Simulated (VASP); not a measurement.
# Zn2Cd3Se (P-4m2) in VASP: further runs

Runs on Zn2Cd3Se. Level: PBE. Tasks: single point, relaxation of cell and atoms.

Program: VASP 6.6.1. These are calculated values, not measurements. Logs are shortened: lines on timing, memory, paths and dates and some standing lists are left out, and cuts for length are marked.

## (1) The cell of the first run

The structure is tetragonal, space group P-4m2 (No. 115). Conventional cell: a = 4.443 Å, b = 4.443 Å, c = 7.976 Å, α = 90.00°, β = 90.00°, γ = 90.00°. Zn (site symmetry 2mm) has 7 Cd at 2.86 to 3.85 Å and 2 Se at 3.12 Å within 3.9 Å. Cd (site symmetry 2mm) has 2 Se at 2.95 Å and 2 Cd at 3.02 Å and 5 Zn at 3.15 to 3.85 Å within 3.9 Å. Within 3.8 Å of Cd (site symmetry -4m2) lie 4 Zn at 2.86 Å and 4 Cd at 3.02 Å. Within 3.9 Å of Se (site symmetry -4m2) lie 4 Cd at 2.95 Å and 4 Zn at 3.12 Å.

## (2) Single point, PBE (26.24 Å³/atom)

Input file INCAR:

```
SYSTEM = Zn2Cd3Se
PREC = Accurate
ENCUT = 520
EDIFF = 1E-6
ISMEAR = 0
SIGMA = 0.1
LREAL = .FALSE.
LASPH = .TRUE.
NELM = 100
ALGO = Fast
ISIF = 2
LWAVE = .FALSE.
LCHARG = .FALSE.
GGA = PE
NBANDS = 42
```

Input file KPOINTS:

```
regular mesh
0
G
  8 8 4
  0 0 0
```

Input file POSCAR:

```
Zn2Cd3Se
1.0
    4.4430141899      0.0000000000      0.0000000000
    0.0000000000      4.4430141899      0.0000000000
    0.0000000000      0.0000000000      7.9755703186
Zn Cd Se
2 3 1
Direct
    0.5000000000      0.0000000000      0.7256658419
    0.0000000000      0.5000000000      0.2743341581
    0.0000000000      0.5000000000      0.7566025412
    0.5000000000      0.5000000000      0.5000000000
    0.5000000000      0.0000000000      0.2433974588
    0.0000000000      0.0000000000      0.0000000000
```

Potentials or basis: VASP PAW PBE potentials, release 64 (Zn, Cd, Se).

Started as:

```bash
cat potpaw_PBE.64/Zn/POTCAR potpaw_PBE.64/Cd/POTCAR potpaw_PBE.64/Se/POTCAR > POTCAR
mpirun -np 1 vasp_std > vasp.out
```

OUTCAR:

```text
SYSTEM = Zn2Cd3Se
   PREC = Accurate
   ENCUT = 520
   EDIFF = 1E-6
   ISMEAR = 0
   LREAL = .FALSE.
   LASPH = .TRUE.
   NELM = 100
   ISIF = 2
   GGA = PE

 ion  position               nearest neighbor table
   1  0.500  0.000  0.726-   4 2.86   4 2.86   3 3.15   3 3.15   3 3.15   3 3.15
   2  0.000  0.500  0.274-   4 2.86   4 2.86   5 3.15   5 3.15   5 3.15   5 3.15
   3  0.000  0.500  0.757-   6 2.95   6 2.95   4 3.02   4 3.02   1 3.15   1 3.15   1 3.15   1 3.15

   4  0.500  0.500  0.500-   1 2.86   2 2.86   1 2.86   2 2.86   3 3.02   5 3.02   5 3.02   3 3.02

   5  0.500  0.000  0.243-   6 2.95   6 2.95   4 3.02   4 3.02   2 3.15   2 3.15   2 3.15   2 3.15

   6  0.000  0.000  0.000-   3 2.95   5 2.95   3 2.95   5 2.95

  LATTYP: Found a simple tetragonal cell.
 ALAT       =     4.4430141899
 C/A-ratio  =     1.7950809918

  Lattice vectors:

 A1 = (   4.4430141899,   0.0000000000,   0.0000000000)
 A2 = (   0.0000000000,   4.4430141899,   0.0000000000)
 A3 = (   0.0000000000,   0.0000000000,   7.9755703186)

Analysis of symmetry for initial positions (statically):
=====================================================================
 Subroutine PRICEL returns:
 Original cell was already a primitive cell.

 Routine SETGRP: Setting up the symmetry group for a
 simple tetragonal supercell.

 Subroutine GETGRP returns: Found  8 space group operations
 (whereof  8 operations were pure point group operations)
 out of a pool of 16 trial point group operations.

The static configuration has the point symmetry D_2d.

Analysis of symmetry for dynamics (positions and initial velocities):
=====================================================================
 Subroutine PRICEL returns:
 Original cell was already a primitive cell.

 Routine SETGRP: Setting up the symmetry group for a
 simple tetragonal supercell.

 Subroutine GETGRP returns: Found  8 space group operations
 (whereof  8 operations were pure point group operations)
 out of a pool of 16 trial point group operations.

The dynamic configuration has the point symmetry D_2d.

 Subroutine INISYM returns: Found  8 space group operations
 (whereof  8 operations are pure point group operations),
 and found     1 'primitive' translations

----------------------------------------------------------------------------------------

                                     Primitive cell

  volume of cell :     157.4407

  direct lattice vectors                    reciprocal lattice vectors
     4.443014190  0.000000000  0.000000000     0.225072430  0.000000000  0.000000000
     0.000000000  4.443014190  0.000000000     0.000000000  0.225072430  0.000000000
     0.000000000  0.000000000  7.975570319     0.000000000  0.000000000  0.125382883

  length of vectors
     4.443014190  4.443014190  7.975570319     0.225072430  0.225072430  0.125382883

  position of ions in fractional coordinates (direct lattice)
     0.500000000  0.000000000  0.725665842
     0.000000000  0.500000000  0.274334158
     0.000000000  0.500000000  0.756602541
     0.500000000  0.500000000  0.500000000
     0.500000000  0.000000000  0.243397459
     0.000000000  0.000000000  0.000000000

  ion indices of the primitive-cell ions
   primitive index   ion index
                 1           1
                 2           2
                 3           3
                 4           4
                 5           5
                 6           6

----------------------------------------------------------------------------------------

 KPOINTS: regular mesh

Automatic generation of k-mesh.
 Grid dimensions read from file:
 generate k-points for:    8    8    4

 Generating k-lattice:

  Cartesian coordinates                     Fractional coordinates (reciprocal lattice)
     0.028134054  0.000000000  0.000000000     0.125000000  0.000000000  0.000000000
     0.000000000  0.028134054  0.000000000     0.000000000  0.125000000  0.000000000
     0.000000000  0.000000000  0.031345721     0.000000000  0.000000000  0.250000000

  Length of vectors
     0.028134054  0.028134054  0.031345721

  Shift w.r.t. Gamma in fractional coordinates (k-lattice)
     0.000000000  0.000000000  0.000000000

 Subroutine IBZKPT returns following result:
 ===========================================

 Found     45 irreducible k-points:

 Following reciprocal coordinates:
            Coordinates               Weight
  0.000000  0.000000  0.000000      1.000000
  0.125000  0.000000  0.000000      4.000000
  0.250000  0.000000  0.000000      4.000000
  0.375000  0.000000  0.000000      4.000000
  0.500000  0.000000  0.000000      2.000000
  0.125000  0.125000  0.000000      4.000000
[... 16 lines left out ...]
  0.375000  0.125000  0.250000     16.000000
  0.500000  0.125000  0.250000      8.000000
 [... further k-points ...]
   k-points           NKPTS =     45   k-points in BZ     NKDIM =     45   number of bands    NBANDS=     42
   number of dos      NEDOS =    301   number of ions     NIONS =      6
   total plane-waves  NPLWV =  77760
   dimension x,y,z NGX =    36 NGY =   36 NGZ =   60
   dimension x,y,z NGXF=    72 NGYF=   72 NGZF=  120
   ions per type =               2   3   1
   NGX,Y,Z   is equivalent  to a cutoff of  13.47, 13.47, 12.51 a.u.
   NGXF,Y,Z  is equivalent  to a cutoff of  26.94, 26.94, 25.01 a.u.
 SYSTEM =  Zn2Cd3Se
   PREC   = accura    normal or accurate (medium, high low for compatibility)
   ISTART =      0    job   : 0-new  1-cont  2-samecut
   ICHARG =      2    charge: 1-file 2-atom 10-const
   ISPIN  =      1    spin polarized calculation?
   LNONCOLLINEAR =      F non collinear calculations
   LSORBIT =      F    spin-orbit coupling
   LASPH  =      T    aspherical Exc in radial PAW
   ENCUT  =  520.0 eV  38.22 Ry    6.18 a.u.   8.26  8.26 14.83*2*pi/ulx,y,z
   NELM   =    100;   NELMIN=  2; NELMDL= -5     # of ELM steps
   EDIFF  = 0.1E-05   stopping-criterion for ELM
   LREAL  =      F    real-space projection
   EDIFFG = 0.1E-04   stopping-criterion for IOM
   NSW    =      0    number of steps for IOM
   IBRION =     -1    ionic relax: 0-MD 1-quasi-New 2-CG
   NFREE  =      0    steps in history (QN), initial steepest desc. (CG)
   ISIF   =      2    stress and relaxation
   ISYM   =      2    0-nonsym 1-usesym 2-fastsym
   POTIM  = 0.5000    time-step for ionic-motion
   TEBEG  =    0.0;   TEEND  =   0.0 temperature during run
   PSTRESS=    0.0 pullay stress
   NELECT =      66.0000    total number of electrons
   NUPDOWN=      -1.0000    fix difference up-down
   EMIN   =  10.00;   EMAX   =-10.00  energy-range for DOS
   EFERMI =   0.00;   METHOD = LEGACY
   ISMEAR =     0;   SIGMA  =   0.10  broadening in eV -4-tet -1-fermi 0-gaus
   EFERMI_NEDOS =   21; number of points for ismear=-14 and -15
   IALGO  =     68    algorithm
   IMIX   =      4    mixing-type and parameters
     AMIX     =   0.40;   BMIX     =  1.00
     AMIX_MAG =   1.60;   BMIX_MAG =  1.00
  volume/ion in A,a.u.               =      26.24       177.08
  Fermi-wavevector in a.u.,A,eV,Ry     =   1.225229  2.315346 20.424860  1.501185
  Thomas-Fermi vector in A             =   2.360274
   LORBIT       =      0    0 simple, 1 ext, 2 COOP (PROOUT), +10 PAW based schemes
   GGA     = PE    functional components
   LHFCALC =     F    Hartree Fock is set to
   AEXX    =    0.0000 exact exchange contribution
   IVDW    =     0    specifies the selected vdW correction
   LEPSILON=     F    determine dielectric tensor
   LRPA    =     F    only Hartree local field effects (RPA)
 non-spin polarized calculation
 RMM-DIIS sequential band-by-band and
 Gauss-broadening in eV      SIGMA  =   0.10
  energy-cutoff  :      520.00
  volume of cell :      157.44
 maximum number of plane-waves:      4278
 NGX is ok and might be reduce to    36
   NGX = 17   NGY = 17   NGZ = 29

 number of electron      66.0000047 magnetization

 Free energy of the ion-electron system (eV)
  ---------------------------------------------------
  ext. energy  EPLUGINS =         0.00000000
  ---------------------------------------------------
  free energy    TOTEN  =        -7.80285826 eV

  energy without entropy =       -7.79676014  energy(sigma->0) =       -7.79980920

 E-fermi :   1.4201     XC(G=0):  -9.3581

 val. band max:        1.4107795514   @ k =   0.5000   0.3750   0.0000
 cond. band min:       1.4759388872   @ k =   0.3750   0.2500   0.2500
 fundamental gap:      0.0651593358
 Fermi energy:         1.4200841799

 k-point     1 :       0.0000    0.0000    0.0000
  band No.  band energies     occupation
      1     -11.6622      2.00000
      2      -7.6894      2.00000
      3      -7.6894      2.00000
      4      -7.6516      2.00000
      5      -7.6220      2.00000
      6      -7.4316      2.00000
[... 34 lines left out ...]
     41       6.1617      0.00000
     42       7.6154      0.00000

 k-point     2 :       0.1250    0.0000    0.0000
  band No.  band energies     occupation
      1     -11.6441      2.00000
      2      -7.6920      2.00000
      3      -7.6872      2.00000
      4      -7.6320      2.00000
      5      -7.6020      2.00000
      6      -7.4297      2.00000
[... 34 lines left out ...]
     41       6.3720      0.00000
     42       7.7487      0.00000

 k-point     3 :       0.2500    0.0000    0.0000
  band No.  band energies     occupation
      1     -11.5998      2.00000
      2      -7.6982      2.00000
      3      -7.6697      2.00000
      4      -7.5970      2.00000
      5      -7.5494      2.00000
      6      -7.4253      2.00000
[... 897 lines left out ...]
      4      -7.5639      2.00000
      5      -7.4790      2.00000
      6      -7.4322      2.00000
[... 34 lines left out ...]
     41       6.6528      0.00000
     42       7.0367      0.00000

 k-point    24 :       0.5000    0.1250    0.2500
  band No.  band energies     occupation
      1     -11.5195      2.00000
      2      -7.7032      2.00000
      3      -7.5954      2.00000
      4      -7.5783      2.00000
      5      -7.4509      2.00000
      6      -7.4338      2.00000
[... 34 lines left out ...]
     41       6.9467      0.00000
     42       7.1180      0.00000

 [... further k-points ...]

------------------------ aborting loop because EDIFF is reached ----------------------------------------

  FORCE on cell =-STRESS in cart. coord.  units (eV):
  Direction    XX          YY          ZZ          XY          YZ          ZX
  --------------------------------------------------------------------------------------
  -------------------------------------------------------------------------------------
  Total       -2.7592548     -2.7592548     -2.7171708      0.0000000      0.0000000      0.0000000
  in kB      -28.0792328    -28.0792328    -27.6509696      0.0000000      0.0000000      0.0000000
  external PRESSURE =     -27.9364784 kB  Pullay stress =       0.0000000 kB

 VOLUME and BASIS-vectors are now :
 -----------------------------------------------------------------------------
  energy-cutoff  :      520.00
  volume of cell :      157.44
      direct lattice vectors                 reciprocal lattice vectors
     4.443014190  0.000000000  0.000000000     0.225072430  0.000000000  0.000000000
     0.000000000  4.443014190  0.000000000     0.000000000  0.225072430  0.000000000
     0.000000000  0.000000000  7.975570319     0.000000000  0.000000000  0.125382883

 POSITION                                       TOTAL-FORCE (eV/Angst)
 -----------------------------------------------------------------------------------
      2.22151      0.00000      5.78760         0.000000      0.000000      0.000605
      0.00000      2.22151      2.18797        -0.000000      0.000000     -0.000605
      0.00000      2.22151      6.03434         0.000000      0.000000      0.003106
      2.22151      2.22151      3.98779         0.000000     -0.000000      0.000000
      2.22151      0.00000      1.94123         0.000000      0.000000     -0.003106
      0.00000      0.00000      0.00000         0.000000      0.000000      0.000000
 -----------------------------------------------------------------------------------
    total drift:                                0.000000     -0.000000      0.000000

  FREE ENERGIE OF THE ION-ELECTRON SYSTEM (eV)
  ---------------------------------------------------
  free  energy   TOTEN  =        -7.8028582639 eV

  energy  without entropy=       -7.7967601378  energy(sigma->0) =       -7.79980920
```

Run time: 5.6 min. Hardware: 1 thread of Oxide Virtual Turin-like, shared host; peak memory 0.4 GiB.

What came out:

| Property | Result |
| --- | --- |
| Free energy | -7.8029 eV |
| Pressure | -2.8 GPa |
| Largest force | 0.003 eV/Å |
| Band gap on the k mesh | zero (bands 33 and 34 overlap by 2.16 eV) |

Forces in eV/Å, atoms in the order of the input:
```
Zn   0.000  0.000  0.001
Zn   0.000  0.000 -0.001
Cd   0.000  0.000  0.003
Cd   0.000  0.000  0.000
Cd   0.000  0.000 -0.003
Se   0.000  0.000  0.000
```

## (3) Relaxation of cell and atoms, PBE

This run uses another cell than the first one, of 21.69 Å³/atom.

Input file INCAR:

```
PREC = Accurate
ENCUT = 600
EDIFF = 1E-7
ISMEAR = 0
SIGMA = 0.1
LREAL = F
LASPH = T
NELM = 80
ALGO = Fast
ISIF = 3
LWAVE = F
LCHARG = F
GGA = PE
IBRION = 2
NSW = 100
EDIFFG = -0.01
```

Input file KPOINTS:

```
regular mesh
0
Gamma
  8 8 4
```

Input file POSCAR:

```
Zn2Cd3Se
1.0
    4.1101603972      0.0000000000      0.0000000000
    0.0000000000      4.1101603972      0.0000000000
    0.0000000000      0.0000000000      7.7018298484
Zn Cd Se
2 3 1
Direct
    0.5000000000      0.0000000000      0.7210686525
    0.0000000000      0.5000000000      0.2789313475
    0.5000000000      0.0000000000      0.3669379177
    0.0000000000      0.5000000000      0.6330620823
    0.0000000000      0.0000000000      0.0000000000
    0.5000000000      0.5000000000      0.0000000000
```

Potentials or basis: VASP PAW PBE potentials, release 64 (Zn, Cd, Se).

Started as:

```bash
cat potpaw_PBE.64/Zn/POTCAR potpaw_PBE.64/Cd/POTCAR potpaw_PBE.64/Se/POTCAR > POTCAR
mpirun -np 1 vasp_std > vasp.out
```

It took 30 min on 1 thread of Oxide Virtual Turin-like, shared host; peak memory 0.44 GiB.

The run converged. Its results:

| Item | Value |
| --- | --- |
| Free energy | -7.5557 eV |
| Relaxed volume | 22.10 Å³/atom |
| Relaxed cell | a = 4.039 Å, b = 4.039 Å, c = 8.127 Å, α = 90.00°, β = 90.00°, γ = 90.00° |
| Space group after relaxing (to 0.1 Å) | P-4m2 (No. 115) |
| Energy gained by relaxing | 4.9 meV/atom |
| Ionic steps | 13 |
| Pressure after relaxing | 0.0 GPa |
| Largest force after relaxing | 0.009 eV/Å |
| Band gap on the k mesh | zero (bands 33 and 34 overlap by 2.82 eV) |

Forces in eV/Å, atoms in the order of the input:
```
Zn   0.000  0.000  0.009
Zn   0.000  0.000 -0.009
Cd   0.000  0.000  0.008
Cd   0.000  0.000 -0.008
Cd   0.000  0.000  0.000
Se   0.000  0.000  0.000
```

The path:
```csv
step,energy change (eV),largest force (eV/Å),pressure (GPa),volume (Å³)
1,0.0000,0.0741,0.61,130.11
2,-0.0114,0.0229,0.06,131.67
3,-0.0152,0.0165,-0.44,133.22
4,-0.0216,0.0374,-0.17,132.54
5,-0.0253,0.0617,0.22,131.60
6,-0.0253,0.0641,0.24,131.51
7,-0.0274,0.0541,0.08,132.10
8,-0.0284,0.0466,-0.06,132.73
9,-0.0284,0.0451,-0.10,132.85
10,-0.0291,0.0312,0.02,132.52
11,-0.0292,0.0219,0.12,132.30
12,-0.0294,0.0153,-0.04,132.70
13,-0.0294,0.0087,-0.02,132.58
```

Final structure:
```cif
data_structure
_symmetry_space_group_name_H-M 'P 1'
_symmetry_Int_Tables_number 1
_cell_length_a 4.0390
_cell_length_b 4.0390
_cell_length_c 8.1269
_cell_angle_alpha 90.000
_cell_angle_beta 90.000
_cell_angle_gamma 90.000
_cell_volume 132.58
loop_
_atom_site_label
_atom_site_type_symbol
_atom_site_fract_x
_atom_site_fract_y
_atom_site_fract_z
_atom_site_occupancy
Zn1 Zn 0.50000 0.00000 0.71960 1
Zn2 Zn 0.00000 0.50000 0.28040 1
Cd1 Cd 0.50000 0.00000 0.36903 1
Cd2 Cd 0.00000 0.50000 0.63097 1
Cd3 Cd 0.00000 0.00000 0.00000 1
Se1 Se 0.50000 0.50000 0.00000 1
```

Levels at points of the mesh, in eV from the Fermi level:
```
           k point  band 29  band 30  band 31  band 32  band 33  band 34  band 35  band 36  band 37  band 38
(0.00, 0.00, 0.00)    -2.84    -2.84    -2.53    -1.09     1.89     2.12     2.19     2.19     3.40     3.43
(0.50, 0.00, 0.00)    -4.11    -3.86    -3.28    -1.44     0.20     0.88     2.35     3.33     3.75     4.19
(0.50, 0.50, 0.00)    -3.25    -3.13    -1.99    -1.99    -1.43    -0.64    -0.64    -0.57     0.00     2.45
(0.00, 0.00, 0.50)    -3.89    -2.80    -2.80    -0.87     1.44     1.79     1.79     2.38     3.10     4.08
(0.50, 0.00, 0.50)    -4.94    -2.46    -2.14    -1.43    -1.21     0.15     2.29     3.22     3.54     4.25
(0.50, 0.50, 0.50)    -3.54    -2.81    -2.35    -2.35    -2.04     0.06     0.57     0.57     0.66     2.30
```

The gap in the log of VASP goes by the Fermi energy; the results here count the filled bands.